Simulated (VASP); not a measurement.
# BiAu3 (Fm-3m) in VASP: further runs

Runs on BiAu3. Level: PBE. Tasks: single point, relaxation of cell and atoms.

Program: VASP 6.6.1. These are calculated values, not measurements. Logs are shortened: lines on timing, memory, paths and dates and some standing lists are left out, and cuts for length are marked.

## Step 1: The cell of the first run

Symmetry: Fm-3m, No. 225, cubic system. Conventional cell: a = 6.964 Å, b = 6.964 Å, c = 6.964 Å, α = 90.00°, β = 90.00°, γ = 90.00°. Within 4.0 Å of Bi (site symmetry m-3m) lie 14 Au at 3.02 to 3.48 Å. Within 4.0 Å of Au (site symmetry -43m) lie 10 Au at 3.02 to 3.48 Å and 4 Bi at 3.02 Å. Au (site symmetry m-3m) has 8 Au at 3.02 Å and 6 Bi at 3.48 Å within 4.0 Å.

## Step 2: Single point, PBE

INCAR reads:

```
SYSTEM = BiAu3
ALGO = Normal
EDIFF = 1E-6
ENCUT = 520
GGA = PE
ISIF = 2
ISMEAR = 0
LASPH = .TRUE.
LCHARG = .TRUE.
LELF = .TRUE.
LREAL = .FALSE.
LVHAR = .TRUE.
LWAVE = .FALSE.
NBANDS = 32
NELM = 100
PREC = Accurate
SIGMA = 0.1
```

KPOINTS reads:

```
k-points
0
G
  10 10 10
  0 0 0
```

POSCAR reads:

```
BiAu3
1.0
    0.0000000000      3.4819519288      3.4819519288
    3.4819519288      0.0000000000      3.4819519288
    3.4819519288      3.4819519288      0.0000000000
Bi Au
1 3
Direct
    0.0000000000      0.0000000000      0.0000000000
    0.7500000000      0.7500000000      0.7500000000
    0.5000000000      0.5000000000      0.5000000000
    0.2500000000      0.2500000000      0.2500000000
```

Potentials or basis: VASP PAW PBE potentials, release 64 (Bi_d, Au).

Command:

```bash
cat potpaw_PBE.64/Bi_d/POTCAR potpaw_PBE.64/Au/POTCAR > POTCAR
mpirun -np 1 vasp_std > vasp.out
```

OUTCAR:

```text
SYSTEM = BiAu3
   EDIFF = 1E-6
   ENCUT = 520
   GGA = PE
   ISIF = 2
   ISMEAR = 0
   LASPH = .TRUE.
   LREAL = .FALSE.
   NELM = 100
   PREC = Accurate

 ion  position               nearest neighbor table
   1  0.000  0.000  0.000-   2 3.02   2 3.02   2 3.02   4 3.02   4 3.02   4 3.02   4 3.02   2 3.02
                             3 3.48   3 3.48   3 3.48   3 3.48   3 3.48   3 3.48
   2  0.750  0.750  0.750-   3 3.02   3 3.02   3 3.02   1 3.02   1 3.02   1 3.02   3 3.02   1 3.02
                             4 3.48   4 3.48   4 3.48   4 3.48   4 3.48   4 3.48
   3  0.500  0.500  0.500-   4 3.02   4 3.02   4 3.02   2 3.02   2 3.02   2 3.02   4 3.02   2 3.02
                             1 3.48   1 3.48   1 3.48   1 3.48   1 3.48   1 3.48
   4  0.250  0.250  0.250-   1 3.02   1 3.02   1 3.02   3 3.02   3 3.02   3 3.02   3 3.02   1 3.02
                             2 3.48   2 3.48   2 3.48   2 3.48   2 3.48   2 3.48

  LATTYP: Found a face centered cubic cell.
 ALAT       =     6.9639038576

  Lattice vectors:

 A1 = (   0.0000000000,   3.4819519288,   3.4819519288)
 A2 = (   3.4819519288,   0.0000000000,   3.4819519288)
 A3 = (   3.4819519288,   3.4819519288,   0.0000000000)

Analysis of symmetry for initial positions (statically):
=====================================================================
 Subroutine PRICEL returns:
 Original cell was already a primitive cell.

 Routine SETGRP: Setting up the symmetry group for a
 face centered cubic supercell.

 Subroutine GETGRP returns: Found 48 space group operations
 (whereof 48 operations were pure point group operations)
 out of a pool of 48 trial point group operations.

The static configuration has the point symmetry O_h .

Analysis of symmetry for dynamics (positions and initial velocities):
=====================================================================
 Subroutine PRICEL returns:
 Original cell was already a primitive cell.

 Routine SETGRP: Setting up the symmetry group for a
 face centered cubic supercell.

 Subroutine GETGRP returns: Found 48 space group operations
 (whereof 48 operations were pure point group operations)
 out of a pool of 48 trial point group operations.

The dynamic configuration has the point symmetry O_h .

 Subroutine INISYM returns: Found 48 space group operations
 (whereof 48 operations are pure point group operations),
 and found     1 'primitive' translations

----------------------------------------------------------------------------------------

                                     Primitive cell

  volume of cell :      84.4303

  direct lattice vectors                    reciprocal lattice vectors
     0.000000000  3.481951929  3.481951929    -0.143597617  0.143597617  0.143597617
     3.481951929  0.000000000  3.481951929     0.143597617 -0.143597617  0.143597617
     3.481951929  3.481951929  0.000000000     0.143597617  0.143597617 -0.143597617

  length of vectors
     4.924223641  4.924223641  4.924223641     0.248718369  0.248718369  0.248718369

  position of ions in fractional coordinates (direct lattice)
     0.000000000  0.000000000  0.000000000
     0.750000000  0.750000000  0.750000000
     0.500000000  0.500000000  0.500000000
     0.250000000  0.250000000  0.250000000

  ion indices of the primitive-cell ions
   primitive index   ion index
                 1           1
                 2           2
                 3           3
                 4           4

----------------------------------------------------------------------------------------

 KPOINTS: k-points

Automatic generation of k-mesh.
 Grid dimensions read from file:
 generate k-points for:   10   10   10

 Generating k-lattice:

  Cartesian coordinates                     Fractional coordinates (reciprocal lattice)
    -0.014359762  0.014359762  0.014359762     0.100000000  0.000000000  0.000000000
     0.014359762 -0.014359762  0.014359762     0.000000000  0.100000000  0.000000000
     0.014359762  0.014359762 -0.014359762     0.000000000  0.000000000  0.100000000

  Length of vectors
     0.024871837  0.024871837  0.024871837

  Shift w.r.t. Gamma in fractional coordinates (k-lattice)
     0.000000000  0.000000000  0.000000000

 Subroutine IBZKPT returns following result:
 ===========================================

 Found     47 irreducible k-points:

 Following reciprocal coordinates:
            Coordinates               Weight
  0.000000  0.000000  0.000000      1.000000
  0.100000  0.000000  0.000000      8.000000
  0.200000  0.000000  0.000000      8.000000
  0.300000  0.000000  0.000000      8.000000
  0.400000  0.000000  0.000000      8.000000
  0.500000  0.000000  0.000000      4.000000
[... 16 lines left out ...]
  0.300000  0.300000  0.000000      6.000000
  0.400000  0.300000  0.000000     24.000000
 [... further k-points ...]
   k-points           NKPTS =     47   k-points in BZ     NKDIM =     47   number of bands    NBANDS=     32
   number of dos      NEDOS =    301   number of ions     NIONS =      4
   total plane-waves  NPLWV =  64000
   dimension x,y,z NGX =    40 NGY =   40 NGZ =   40
   dimension x,y,z NGXF=    80 NGYF=   80 NGZF=   80
   ions per type =               1   3
   NGX,Y,Z   is equivalent  to a cutoff of  13.50, 13.50, 13.50 a.u.
   NGXF,Y,Z  is equivalent  to a cutoff of  27.01, 27.01, 27.01 a.u.
 SYSTEM =  BiAu3
   PREC   = accura    normal or accurate (medium, high low for compatibility)
   ISTART =      0    job   : 0-new  1-cont  2-samecut
   ICHARG =      2    charge: 1-file 2-atom 10-const
   ISPIN  =      1    spin polarized calculation?
   LNONCOLLINEAR =      F non collinear calculations
   LSORBIT =      F    spin-orbit coupling
   LASPH  =      T    aspherical Exc in radial PAW
   ENCUT  =  520.0 eV  38.22 Ry    6.18 a.u.   9.16  9.16  9.16*2*pi/ulx,y,z
   NELM   =    100;   NELMIN=  2; NELMDL= -5     # of ELM steps
   EDIFF  = 0.1E-05   stopping-criterion for ELM
   LREAL  =      F    real-space projection
   EDIFFG = 0.1E-04   stopping-criterion for IOM
   NSW    =      0    number of steps for IOM
   IBRION =     -1    ionic relax: 0-MD 1-quasi-New 2-CG
   NFREE  =      0    steps in history (QN), initial steepest desc. (CG)
   ISIF   =      2    stress and relaxation
   ISYM   =      2    0-nonsym 1-usesym 2-fastsym
   POTIM  = 0.5000    time-step for ionic-motion
   TEBEG  =    0.0;   TEEND  =   0.0 temperature during run
   PSTRESS=    0.0 pullay stress
   NELECT =      48.0000    total number of electrons
   NUPDOWN=      -1.0000    fix difference up-down
   EMIN   =  10.00;   EMAX   =-10.00  energy-range for DOS
   EFERMI =   0.00;   METHOD = LEGACY
   ISMEAR =     0;   SIGMA  =   0.10  broadening in eV -4-tet -1-fermi 0-gaus
   EFERMI_NEDOS =   21; number of points for ismear=-14 and -15
   IALGO  =     38    algorithm
   IMIX   =      4    mixing-type and parameters
     AMIX     =   0.40;   BMIX     =  1.00
     AMIX_MAG =   1.60;   BMIX_MAG =  1.00
  volume/ion in A,a.u.               =      21.11       142.44
  Fermi-wavevector in a.u.,A,eV,Ry     =   1.356196  2.562839 25.024756  1.839268
  Thomas-Fermi vector in A             =   2.483220
   LORBIT       =      0    0 simple, 1 ext, 2 COOP (PROOUT), +10 PAW based schemes
   GGA     = PE    functional components
   LHFCALC =     F    Hartree Fock is set to
   AEXX    =    0.0000 exact exchange contribution
   IVDW    =     0    specifies the selected vdW correction
   LEPSILON=     F    determine dielectric tensor
   LRPA    =     F    only Hartree local field effects (RPA)
 non-spin polarized calculation
 Gauss-broadening in eV      SIGMA  =   0.10
  energy-cutoff  :      520.00
  volume of cell :       84.43
 maximum number of plane-waves:      2288
 NGX is ok and might be reduce to    40
   NGX = 19   NGY = 19   NGZ = 19

 number of electron      48.0000000 magnetization

 Free energy of the ion-electron system (eV)
  ---------------------------------------------------
  ext. energy  EPLUGINS =         0.00000000
  ---------------------------------------------------
  free energy    TOTEN  =       -13.18662507 eV

  energy without entropy =      -13.18128669  energy(sigma->0) =      -13.18395588

 E-fermi :   8.7194     XC(G=0): -11.6953

 val. band max:        8.6980768566   @ k =   0.2000   0.1000   0.0000
 cond. band min:       8.7436447445   @ k =  -0.2000   0.2000   0.0000
 fundamental gap:      0.0455678878
 Fermi energy:         8.7193505344

 k-point     1 :       0.0000    0.0000    0.0000
  band No.  band energies     occupation
      1     -14.7040      2.00000
      2     -14.7040      2.00000
      3     -14.7040      2.00000
      4     -14.6842      2.00000
      5     -14.6842      2.00000
      6      -3.8525      2.00000
[... 24 lines left out ...]
     31      13.6380      0.00000
     32      13.6380      0.00000

 k-point     2 :       0.1000    0.0000    0.0000
  band No.  band energies     occupation
      1     -14.7043      2.00000
      2     -14.7039      2.00000
      3     -14.7039      2.00000
      4     -14.6840      2.00000
      5     -14.6840      2.00000
      6      -3.7890      2.00000
[... 24 lines left out ...]
     31      13.8572      0.00000
     32      13.8572      0.00000

 k-point     3 :       0.2000    0.0000    0.0000
  band No.  band energies     occupation
      1     -14.7048      2.00000
      2     -14.7035      2.00000
      3     -14.7035      2.00000
      4     -14.6836      2.00000
      5     -14.6836      2.00000
      6      -3.6138      2.00000
[... 24 lines left out ...]
     31      14.4396      0.00000
     32      15.0830      0.00000

 k-point     4 :       0.3000    0.0000    0.0000
  band No.  band energies     occupation
      1     -14.7056      2.00000
      2     -14.7031      2.00000
      3     -14.7031      2.00000
      4     -14.6831      2.00000
      5     -14.6831      2.00000
      6      -3.3756      2.00000
[... 654 lines left out ...]
     31      15.8317      0.00000
     32      17.9783      0.00000

 k-point    23 :       0.3000    0.3000    0.0000
  band No.  band energies     occupation
      1     -14.7076      2.00000
      2     -14.7021      2.00000
      3     -14.7021      2.00000
      4     -14.6844      2.00000
      5     -14.6819      2.00000
      6      -3.2506      2.00000
[... 24 lines left out ...]
     31      16.5454      0.00000
     32      17.3747      0.00000

 k-point    24 :       0.4000    0.3000    0.0000
  band No.  band energies     occupation
      1     -14.7081      2.00000
      2     -14.7019      2.00000
      3     -14.7017      2.00000
      4     -14.6845      2.00000
      5     -14.6814      2.00000
      6      -3.1029      2.00000
[... 24 lines left out ...]
     31      17.5800      0.00000
     32      17.8564      0.00000

 [... further k-points ...]

------------------------ aborting loop because EDIFF is reached ----------------------------------------

  FORCE on cell =-STRESS in cart. coord.  units (eV):
  Direction    XX          YY          ZZ          XY          YZ          ZX
  --------------------------------------------------------------------------------------
  -------------------------------------------------------------------------------------
  Total       -0.0834009     -0.0834009     -0.0834009     -0.0000000      0.0000000      0.0000000
  in kB       -1.5826441     -1.5826441     -1.5826441     -0.0000000      0.0000000      0.0000000
  external PRESSURE =      -1.5826441 kB  Pullay stress =       0.0000000 kB

 VOLUME and BASIS-vectors are now :
 -----------------------------------------------------------------------------
  energy-cutoff  :      520.00
  volume of cell :       84.43
      direct lattice vectors                 reciprocal lattice vectors
     0.000000000  3.481951929  3.481951929    -0.143597617  0.143597617  0.143597617
     3.481951929  0.000000000  3.481951929     0.143597617 -0.143597617  0.143597617
     3.481951929  3.481951929  0.000000000     0.143597617  0.143597617 -0.143597617

 POSITION                                       TOTAL-FORCE (eV/Angst)
 -----------------------------------------------------------------------------------
      0.00000      0.00000      0.00000         0.000000      0.000000      0.000000
      5.22293      5.22293      5.22293        -0.000000     -0.000000      0.000000
      3.48195      3.48195      3.48195         0.000000      0.000000      0.000000
      1.74098      1.74098      1.74098        -0.000000     -0.000000     -0.000000
 -----------------------------------------------------------------------------------
    total drift:                               -0.000000      0.000000      0.000000

  FREE ENERGIE OF THE ION-ELECTRON SYSTEM (eV)
  ---------------------------------------------------
  free  energy   TOTEN  =       -13.1866250743 eV

  energy  without entropy=      -13.1812866948  energy(sigma->0) =      -13.18395588
```

Run time: 54 s. Hardware: 1 thread of Intel Xeon 6975P-C (Granite Rapids), shared host; peak memory 0.3 GiB.

What came out:

```
Free energy            : -13.1866 eV
Pressure               : -0.2 GPa
Band gap on the k mesh : zero (band 24 reaches 9.75 eV, above the bottom of band 25 at 7.75 eV)
```

Caveat: spin-orbit coupling is left out, which moves the levels of the heavy elements.

## Step 3: Relaxation of cell and atoms, PBE

This run uses another cell than the first one, of 20.82 Å³/atom, 0.987 times its volume.

INCAR reads:

```
ALGO     = Normal         # electronic algorithm
EDIFF    = 1E-6           # SCF threshold, eV
EDIFFG   = -0.005         # ionic threshold
ENCUT    = 600            # plane-wave cutoff, eV
GGA      = PE             # functional
IBRION   = 2              # ionic algorithm
ISIF     = 3              # what is computed and relaxed
ISMEAR   = 0              # smearing method
LASPH    = True           # aspherical terms in the spheres
LCHARG   = False          # write CHGCAR
LREAL    = False          # projectors in reciprocal space
LWAVE    = False          # write WAVECAR
NELM     = 100            # most SCF steps
NSW      = 100            # ionic steps
PREC     = Accurate       # precision mode
SIGMA    = 0.1            # smearing width, eV
```

KPOINTS reads:

```
k-points
0
Gamma
  10 10 10
```

POSCAR reads:

```
BiAu3
1.0
    0.0000000000      3.4662359120      3.4662359120
    3.4662359120      0.0000000000      3.4662359120
    3.4662359120      3.4662359120      0.0000000000
Bi Au
1 3
Direct
    0.0000000000      0.0000000000      0.0000000000
    0.7500000000      0.7500000000      0.7500000000
    0.5000000000      0.5000000000      0.5000000000
    0.2500000000      0.2500000000      0.2500000000
```

Potentials or basis: VASP PAW PBE potentials, release 64 (Bi_d, Au).

Command:

```bash
cat potpaw_PBE.64/Bi_d/POTCAR potpaw_PBE.64/Au/POTCAR > POTCAR
mpirun -np 1 vasp_std > vasp.out
```

It took 1.9 min on 1 thread of Intel Xeon 6975P-C (Granite Rapids), shared host; peak memory 0.33 GiB.

It converged, with:

| Property | Result |
| --- | --- |
| Free energy | -13.1858 eV |
| Relaxed volume | 21.09 Å³/atom |
| Relaxed cell | a = 4.923 Å, b = 4.923 Å, c = 4.923 Å, α = 60.00°, β = 60.00°, γ = 60.00° |
| Space group after relaxing (to 0.05 Å) | Fm-3m (No. 225) |
| Energy gained by relaxing | 1.1 meV/atom |
| Ionic steps | 3 |
| Pressure after relaxing | 0.0 GPa |
| Band gap on the k mesh | zero (band 24 reaches 9.76 eV, above the bottom of band 25 at 7.76 eV) |

The path:
| step | energy change (eV) | largest force (eV/Å) | pressure (GPa) | volume (Å³) |
| --- | --- | --- | --- | --- |
| 1 | 0.0000 | 0.0000 | 1.31 | 83.29 |
| 2 | -0.0008 | 0.0000 | -1.13 | 85.36 |
| 3 | -0.0043 | 0.0000 | 0.00 | 84.37 |

Final structure:
```cif
data_structure
_symmetry_space_group_name_H-M 'P 1'
_symmetry_Int_Tables_number 1
_cell_length_a 4.9230
_cell_length_b 4.9230
_cell_length_c 4.9230
_cell_angle_alpha 60.000
_cell_angle_beta 60.000
_cell_angle_gamma 60.000
_cell_volume 84.37
loop_
_atom_site_label
_atom_site_type_symbol
_atom_site_fract_x
_atom_site_fract_y
_atom_site_fract_z
_atom_site_occupancy
Bi1 Bi 0.00000 0.00000 0.00000 1
Au1 Au 0.75000 0.75000 0.75000 1
Au2 Au 0.50000 0.50000 0.50000 1
Au3 Au 0.25000 0.25000 0.25000 1
```

Levels at points of the mesh, in eV from the Fermi level:
```csv
k point,band 21,band 22,band 23,band 24,band 25,band 26,band 27,band 28
"(0.00, 0.00, 0.00)",-3.20,-3.20,0.93,1.03,1.03,1.03,3.66,3.66
"(0.50, 0.00, 0.00)",-3.19,-2.89,-2.08,0.80,0.80,1.55,2.62,2.62
"(0.50, 0.50, 0.00)",-2.89,-2.89,-2.83,-2.83,-0.97,0.29,5.39,7.03
```

Caveat: spin-orbit coupling is left out, which moves the levels of the heavy elements.

## Step 4: Single point, PBE

INCAR reads:

```
SYSTEM = BiAu3
  PREC = Accurate
  ENCUT = 520
  EDIFF = 1E-7
  ISMEAR = -1
  SIGMA = 0.15
  LREAL = .False.
  LASPH = .True.
  NELM = 100
  ALGO = Normal
  ISIF = 2
  LWAVE = .False.
  LCHARG = .True.
  GGA = PE
  LELF = .True.
  LVHAR = .True.
  NBANDS = 32
```

KPOINTS reads:

```
Automatic mesh
0
Gamma
  10 10 10
  0 0 0
```

POSCAR reads:

```
BiAu3
1.0
    0.0000000000      3.4831740230      3.4831740230
    3.4831740230      0.0000000000      3.4831740230
    3.4831740230      3.4831740230      0.0000000000
Bi Au
1 3
Direct
    0.0000000000      0.0000000000      0.0000000000
    0.7500000000      0.7500000000      0.7500000000
    0.5000000000      0.5000000000      0.5000000000
    0.2500000000      0.2500000000      0.2500000000
```

Command:

```bash
cat potpaw_PBE.64/Bi_d/POTCAR potpaw_PBE.64/Au/POTCAR > POTCAR
mpirun -np 1 vasp_std > vasp.out
```

Run time: 61 s. Hardware: 1 thread of Intel Xeon 6975P-C (Granite Rapids), shared host; peak memory 0.3 GiB.

The run converged. Its results:

```
Free energy            : -13.2319 eV
Pressure               : -0.1 GPa
Band gap on the k mesh : zero (band 24 reaches 9.73 eV, above the bottom of band 25 at 7.73 eV)
```

Levels at points of the mesh, in eV from the Fermi level:
```tsv
k point	band 20	band 21	band 22	band 23	band 24	band 25	band 26	band 27	band 28	band 29
(0.00, 0.00, 0.00)	-3.25	-3.18	-3.18	0.94	1.05	1.05	1.05	3.68	3.68	3.68
(0.50, 0.00, 0.00)	-3.17	-3.17	-2.87	-2.06	0.82	0.82	1.57	2.63	2.63	5.10
(0.50, 0.50, 0.00)	-2.94	-2.87	-2.87	-2.80	-2.80	-0.95	0.30	5.40	7.04	7.04
```

Caveat: spin-orbit coupling is left out, which moves the levels of the heavy elements.

## Step 5: Summary

```csv
task,cell,cutoff (eV),smearing,gap on the mesh (eV),pressure (GPa)
single point,"a = 4.924 Å, angles 60.0°, 4 atoms",520,gaussian 0.1 eV,none,-0.2
relaxation of cell and atoms,"relaxed from a = 4.902 Å, angles 60.0°, 4 atoms",600,gaussian 0.1 eV,none,0.0
single point,"a = 4.926 Å, angles 60.0°, 4 atoms",520,fermi-dirac 0.15 eV,none,-0.1
```

Alike in all rows: level PBE; potentials or basis VASP PAW PBE potentials, release 64 (Bi_d, Au); no spin polarisation; k mesh 10 × 10 × 10.

Caveats: spin-orbit coupling is left out, which moves the levels of the heavy elements.

Absolute energies hang on the potentials; compare differences alone.
